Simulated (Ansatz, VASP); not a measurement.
**One calculation of TiH, two programs**

```
CELL_PARAMETERS angstrom
0.00000 2.08970 2.08970
2.08970 0.00000 2.08970
2.08970 2.08970 0.00000
ATOMIC_POSITIONS crystal
Ti 0.00000 0.00000 0.00000
H 0.50000 0.50000 0.50000
```

Alike in both runs: task relaxation of cell and atoms; functional r2SCAN; k mesh 14 × 14 × 14; occupations gaussian, width 0.1 eV; no spin polarisation.

|  | VASP | Ansatz |
| --- | --- | --- |
| version | VASP 6.6.1 | Ansatz 0.2.0 |
| potentials or method | VASP PAW PBE potentials, release 64 (Ti_sv, H), cutoff 600 eV | scalar-relativistic, plane waves, PAW |
| valence electrons in the cell | 13 | 13 |

```tsv
	VASP	Ansatz	Ansatz less VASP
gap on the k mesh at the Fermi level, each at its own relaxed structure (eV)	none	none	-
relaxed volume (Å³/atom)	9.13	9.09	-0.036
relaxed length of the cell vector where the two differ most in proportion (Å)	2.955	2.951	-0.0038
```

VASP's potentials were made for PBE, not for r2SCAN. A gap of «none» marks a metal or a gap that the smearing closes.

Noted on VASP's run: the relaxation stopped at its first step, so nothing moved.
